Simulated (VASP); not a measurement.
# SnSe2 (P4mm) in VASP: notebook

The runs below take SnSe2 through single point, with PBE.

All numbers are computed with VASP 6.6.1; they aren't measurements. Logs are shortened: lines on timing, memory, paths and dates and some standing lists are left out, and cuts for length are marked.

**1. The cell of the first run**

It takes space group P4mm (No. 99, tetragonal). The conventional cell has a = 4.558 Å, b = 4.558 Å, c = 4.632 Å, α = 90.00°, β = 90.00°, γ = 90.00°. Within 3.0 Å of Sn (site symmetry 4mm) lie 4 Se at 2.28 Å. Within 3.0 Å of Se (site symmetry 2mm) lie 2 Sn at 2.28 Å.

**2. Single point, PBE**

File INCAR:

```
ALGO = Normal
EDIFF = 1E-6
ENCUT = 520
GGA = PE
ISIF = 2
ISMEAR = 0
LASPH = True
LCHARG = False
LREAL = False
LWAVE = False
NBANDS = 20
NELM = 80
PREC = Accurate
SIGMA = 0.1
```

File KPOINTS:

```
k-points
0
Gamma
  4 4 4
```

File POSCAR:

```
SnSe2
1.0
    4.5583293000      0.0000000000      0.0000000000
    0.0000000000      4.5583293000      0.0000000000
    0.0000000000      0.0000000000      4.6318689800
Sn Se
1 2
Direct
    0.0000000000      0.0000000000      0.7045486300
    0.5000000000      0.0000000000      0.7145153000
    0.0000000000      0.5000000000      0.7145153000
```

Potentials or basis: VASP PAW PBE potentials, release 64 (Sn_d, Se).

Command:

```bash
$ cat potpaw_PBE.64/Sn_d/POTCAR potpaw_PBE.64/Se/POTCAR > POTCAR
$ mpirun -np 1 vasp_std > vasp.out
```

OUTCAR:

```text
EDIFF = 1E-6
   ENCUT = 520
   GGA = PE
   ISIF = 2
   ISMEAR = 0
   LASPH = True
   LREAL = False
   NELM = 80
   PREC = Accurate

 ion  position               nearest neighbor table
   1  0.000  0.000  0.705-   2 2.28   3 2.28   3 2.28   2 2.28
   2  0.500  0.000  0.715-   1 2.28   1 2.28
   3  0.000  0.500  0.715-   1 2.28   1 2.28

  LATTYP: Found a simple tetragonal cell.
 ALAT       =     4.5583293000
 C/A-ratio  =     1.0161330337

  Lattice vectors:

 A1 = (   4.5583293000,   0.0000000000,   0.0000000000)
 A2 = (   0.0000000000,   4.5583293000,   0.0000000000)
 A3 = (   0.0000000000,   0.0000000000,   4.6318689800)

Analysis of symmetry for initial positions (statically):
=====================================================================
 Subroutine PRICEL returns:
 Original cell was already a primitive cell.

 Routine SETGRP: Setting up the symmetry group for a
 simple tetragonal supercell.

 Subroutine GETGRP returns: Found  8 space group operations
 (whereof  8 operations were pure point group operations)
 out of a pool of 16 trial point group operations.

The static configuration has the point symmetry C_4v.

Analysis of symmetry for dynamics (positions and initial velocities):
=====================================================================
 Subroutine PRICEL returns:
 Original cell was already a primitive cell.

 Routine SETGRP: Setting up the symmetry group for a
 simple tetragonal supercell.

 Subroutine GETGRP returns: Found  8 space group operations
 (whereof  8 operations were pure point group operations)
 out of a pool of 16 trial point group operations.

The dynamic configuration has the point symmetry C_4v.

 Subroutine INISYM returns: Found  8 space group operations
 (whereof  8 operations are pure point group operations),
 and found     1 'primitive' translations

----------------------------------------------------------------------------------------

                                     Primitive cell

  volume of cell :      96.2427

  direct lattice vectors                    reciprocal lattice vectors
     4.558329300  0.000000000  0.000000000     0.219378622  0.000000000  0.000000000
     0.000000000  4.558329300  0.000000000     0.000000000  0.219378622  0.000000000
     0.000000000  0.000000000  4.631868980     0.000000000  0.000000000  0.215895571

  length of vectors
     4.558329300  4.558329300  4.631868980     0.219378622  0.219378622  0.215895571

  position of ions in fractional coordinates (direct lattice)
     0.000000000  0.000000000  0.704548630
     0.500000000  0.000000000  0.714515300
     0.000000000  0.500000000  0.714515300

  ion indices of the primitive-cell ions
   primitive index   ion index
                 1           1
                 2           2
                 3           3

----------------------------------------------------------------------------------------

 KPOINTS: k-points

Automatic generation of k-mesh.
 Grid dimensions read from file:
 generate k-points for:    4    4    4

 Generating k-lattice:

  Cartesian coordinates                     Fractional coordinates (reciprocal lattice)
     0.054844655  0.000000000  0.000000000     0.250000000  0.000000000  0.000000000
     0.000000000  0.054844655  0.000000000     0.000000000  0.250000000  0.000000000
     0.000000000  0.000000000  0.053973893     0.000000000  0.000000000  0.250000000

  Length of vectors
     0.054844655  0.054844655  0.053973893

  Shift w.r.t. Gamma in fractional coordinates (k-lattice)
     0.000000000  0.000000000  0.000000000

 Subroutine IBZKPT returns following result:
 ===========================================

 Found     18 irreducible k-points:

 Following reciprocal coordinates:
            Coordinates               Weight
  0.000000  0.000000  0.000000      1.000000
  0.250000  0.000000  0.000000      4.000000
  0.500000  0.000000  0.000000      2.000000
  0.250000  0.250000  0.000000      4.000000
  0.500000  0.250000  0.000000      4.000000
  0.500000  0.500000  0.000000      1.000000
[... 10 lines left out ...]
  0.500000  0.250000  0.500000      4.000000
  0.500000  0.500000  0.500000      1.000000
   k-points           NKPTS =     18   k-points in BZ     NKDIM =     18   number of bands    NBANDS=     20
   number of dos      NEDOS =    301   number of ions     NIONS =      3
   total plane-waves  NPLWV =  46656
   dimension x,y,z NGX =    36 NGY =   36 NGZ =   36
   dimension x,y,z NGXF=    72 NGYF=   72 NGZF=   72
   ions per type =               1   2
   NGX,Y,Z   is equivalent  to a cutoff of  13.13, 13.13, 12.92 a.u.
   NGXF,Y,Z  is equivalent  to a cutoff of  26.26, 26.26, 25.84 a.u.
 SYSTEM =  unknown system
   PREC   = accura    normal or accurate (medium, high low for compatibility)
   ISTART =      0    job   : 0-new  1-cont  2-samecut
   ICHARG =      2    charge: 1-file 2-atom 10-const
   ISPIN  =      1    spin polarized calculation?
   LNONCOLLINEAR =      F non collinear calculations
   LSORBIT =      F    spin-orbit coupling
   LASPH  =      T    aspherical Exc in radial PAW
   ENCUT  =  520.0 eV  38.22 Ry    6.18 a.u.   8.48  8.48  8.61*2*pi/ulx,y,z
   NELM   =     80;   NELMIN=  2; NELMDL= -5     # of ELM steps
   EDIFF  = 0.1E-05   stopping-criterion for ELM
   LREAL  =      F    real-space projection
   EDIFFG = 0.1E-04   stopping-criterion for IOM
   NSW    =      0    number of steps for IOM
   IBRION =     -1    ionic relax: 0-MD 1-quasi-New 2-CG
   NFREE  =      0    steps in history (QN), initial steepest desc. (CG)
   ISIF   =      2    stress and relaxation
   ISYM   =      2    0-nonsym 1-usesym 2-fastsym
   POTIM  = 0.5000    time-step for ionic-motion
   TEBEG  =    0.0;   TEEND  =   0.0 temperature during run
   PSTRESS=    0.0 pullay stress
   NELECT =      26.0000    total number of electrons
   NUPDOWN=      -1.0000    fix difference up-down
   EMIN   =  10.00;   EMAX   =-10.00  energy-range for DOS
   EFERMI =   0.00;   METHOD = LEGACY
   ISMEAR =     0;   SIGMA  =   0.10  broadening in eV -4-tet -1-fermi 0-gaus
   EFERMI_NEDOS =   21; number of points for ismear=-14 and -15
   IALGO  =     38    algorithm
   IMIX   =      4    mixing-type and parameters
     AMIX     =   0.40;   BMIX     =  1.00
     AMIX_MAG =   1.60;   BMIX_MAG =  1.00
  volume/ion in A,a.u.               =      32.08       216.49
  Fermi-wavevector in a.u.,A,eV,Ry     =   1.058303  1.999903 15.238599  1.120005
  Thomas-Fermi vector in A             =   2.193608
   LORBIT       =      0    0 simple, 1 ext, 2 COOP (PROOUT), +10 PAW based schemes
   GGA     = PE    functional components
   LHFCALC =     F    Hartree Fock is set to
   AEXX    =    0.0000 exact exchange contribution
   IVDW    =     0    specifies the selected vdW correction
   LEPSILON=     F    determine dielectric tensor
   LRPA    =     F    only Hartree local field effects (RPA)
 non-spin polarized calculation
 Gauss-broadening in eV      SIGMA  =   0.10
  energy-cutoff  :      520.00
  volume of cell :       96.24
 maximum number of plane-waves:      2610
 NGX is ok and might be reduce to    36
   NGX = 17   NGY = 17   NGZ = 17

 number of electron      26.0000006 magnetization

 Free energy of the ion-electron system (eV)
  ---------------------------------------------------
  ext. energy  EPLUGINS =         0.00000000
  ---------------------------------------------------
  free energy    TOTEN  =        -6.45138334 eV

  energy without entropy =       -6.41873952  energy(sigma->0) =       -6.43506143

 E-fermi :   3.0457     XC(G=0):  -7.9838

 val. band max:        3.0154480707   @ k =   0.5000   0.2500   0.5000
 cond. band min:       3.0531421396   @ k =   0.2500   0.2500   0.0000
 fundamental gap:      0.0376940689
 Fermi energy:         3.0456920762

 k-point     1 :       0.0000    0.0000    0.0000
  band No.  band energies     occupation
      1     -19.9308      2.00000
      2     -19.6603      2.00000
      3     -19.4378      2.00000
      4     -19.4378      2.00000
      5     -19.4315      2.00000
      6     -12.3981      2.00000
[... 12 lines left out ...]
     19      10.3642      0.00000
     20      10.3642      0.00000

 k-point     2 :       0.2500    0.0000    0.0000
  band No.  band energies     occupation
      1     -19.9091      2.00000
      2     -19.6460      2.00000
      3     -19.4427      2.00000
      4     -19.4378      2.00000
      5     -19.4367      2.00000
      6     -12.0779      2.00000
[... 12 lines left out ...]
     19      10.6817      0.00000
     20      11.0295      0.00000

 k-point     3 :       0.5000    0.0000    0.0000
  band No.  band energies     occupation
      1     -19.8895      2.00000
      2     -19.6291      2.00000
      3     -19.4476      2.00000
      4     -19.4418      2.00000
      5     -19.4377      2.00000
      6     -11.2756      2.00000
[... 12 lines left out ...]
     19      11.1942      0.00000
     20      12.2518      0.00000

 k-point     4 :       0.2500    0.2500    0.0000
  band No.  band energies     occupation
      1     -19.8842      2.00000
      2     -19.6346      2.00000
      3     -19.4427      2.00000
      4     -19.4426      2.00000
      5     -19.4419      2.00000
      6     -11.7868      2.00000
[... 12 lines left out ...]
     19      11.0042      0.00000
     20      11.2679      0.00000

 k-point     5 :       0.5000    0.2500    0.0000
  band No.  band energies     occupation
      1     -19.8612      2.00000
      2     -19.6206      2.00000
      3     -19.4475      2.00000
      4     -19.4471      2.00000
      5     -19.4426      2.00000
      6     -11.0559      2.00000
[... 12 lines left out ...]
     19      10.2479      0.00000
     20      10.6466      0.00000

 k-point     6 :       0.5000    0.5000    0.0000
  band No.  band energies     occupation
      1     -19.8347      2.00000
      2     -19.6099      2.00000
      3     -19.4525      2.00000
      4     -19.4474      2.00000
      5     -19.4474      2.00000
      6     -10.7246      2.00000
[... 12 lines left out ...]
     19       8.7583      0.00000
     20       9.8812      0.00000

 k-point     7 :       0.0000    0.0000    0.2500
  band No.  band energies     occupation
      1     -19.9306      2.00000
      2     -19.6589      2.00000
      3     -19.4383      2.00000
      4     -19.4383      2.00000
      5     -19.4315      2.00000
      6     -12.3677      2.00000
[... 12 lines left out ...]
     19       9.3166      0.00000
     20       9.8793      0.00000
[... 139 lines left out ...]
 k-point    14 :       0.2500    0.0000    0.5000
  band No.  band energies     occupation
      1     -19.9088      2.00000
      2     -19.6432      2.00000
      3     -19.4438      2.00000
      4     -19.4388      2.00000
      5     -19.4366      2.00000
      6     -12.0187      2.00000
[... 12 lines left out ...]
     19      10.8851      0.00000
     20      11.5081      0.00000

 k-point    15 :       0.5000    0.0000    0.5000
  band No.  band energies     occupation
      1     -19.8892      2.00000
      2     -19.6261      2.00000
      3     -19.4487      2.00000
      4     -19.4417      2.00000
      5     -19.4387      2.00000
      6     -11.2159      2.00000
[... 12 lines left out ...]
     19      11.2118      0.00000
     20      12.2536      0.00000

 k-point    16 :       0.2500    0.2500    0.5000
  band No.  band energies     occupation
      1     -19.8839      2.00000
      2     -19.6316      2.00000
      3     -19.4437      2.00000
      4     -19.4437      2.00000
      5     -19.4418      2.00000
      6     -11.7307      2.00000
[... 12 lines left out ...]
     19      11.5769      0.00000
     20      12.0817      0.00000

 k-point    17 :       0.5000    0.2500    0.5000
  band No.  band energies     occupation
      1     -19.8610      2.00000
      2     -19.6176      2.00000
      3     -19.4486      2.00000
      4     -19.4470      2.00000
      5     -19.4436      2.00000
      6     -11.0032      2.00000
[... 12 lines left out ...]
     19      11.5443      0.00000
     20      12.1024      0.00000

 k-point    18 :       0.5000    0.5000    0.5000
  band No.  band energies     occupation
      1     -19.8346      2.00000
      2     -19.6067      2.00000
      3     -19.4524      2.00000
      4     -19.4485      2.00000
      5     -19.4485      2.00000
      6     -10.6858      2.00000
[... 12 lines left out ...]
     19      12.4756      0.00000
     20      12.4761      0.00000

------------------------ aborting loop because EDIFF is reached ----------------------------------------

  FORCE on cell =-STRESS in cart. coord.  units (eV):
  Direction    XX          YY          ZZ          XY          YZ          ZX
  --------------------------------------------------------------------------------------
  -------------------------------------------------------------------------------------
  Total       25.3749521     25.3749521      0.1798430      0.0000000     -0.0000000     -0.0000000
  in kB      422.4235823    422.4235823      2.9938951      0.0000000     -0.0000000     -0.0000000
  external PRESSURE =     282.6136865 kB  Pullay stress =       0.0000000 kB

 VOLUME and BASIS-vectors are now :
 -----------------------------------------------------------------------------
  energy-cutoff  :      520.00
  volume of cell :       96.24
      direct lattice vectors                 reciprocal lattice vectors
     4.558329300  0.000000000  0.000000000     0.219378622  0.000000000  0.000000000
     0.000000000  4.558329300  0.000000000     0.000000000  0.219378622  0.000000000
     0.000000000  0.000000000  4.631868980     0.000000000  0.000000000  0.215895571

 POSITION                                       TOTAL-FORCE (eV/Angst)
 -----------------------------------------------------------------------------------
      0.00000      0.00000      3.26338        -0.000000      0.000000     -0.385829
      2.27916      0.00000      3.30954         0.000000     -0.000000      0.192915
      0.00000      2.27916      3.30954        -0.000000      0.000000      0.192915
 -----------------------------------------------------------------------------------
    total drift:                                0.000000      0.000000     -0.000210

  FREE ENERGIE OF THE ION-ELECTRON SYSTEM (eV)
  ---------------------------------------------------
  free  energy   TOTEN  =        -6.4513833396 eV

  energy  without entropy=       -6.4187395152  energy(sigma->0) =       -6.43506143
```

Run time: 36 s. Hardware: 1 thread of Intel Xeon Platinum 8375C at 2.90GHz (Ice Lake), shared host; peak memory 0.21 GiB.

What came out:

```
Free energy            : -6.4514 eV
Pressure               : 28.3 GPa
Largest force          : 0.386 eV/Å
Band gap on the k mesh : zero (band 13 reaches 3.10 eV, above the bottom of band 14 at 2.30 eV)
```

Forces in eV/Å, atoms in the order of the input:
```
Sn   0.000  0.000 -0.386
Se   0.000  0.000  0.193
Se   0.000  0.000  0.193
```

Caveat: spin-orbit coupling is left out, which moves the levels of the heavy elements.

(Continued in part 2 of 2.)
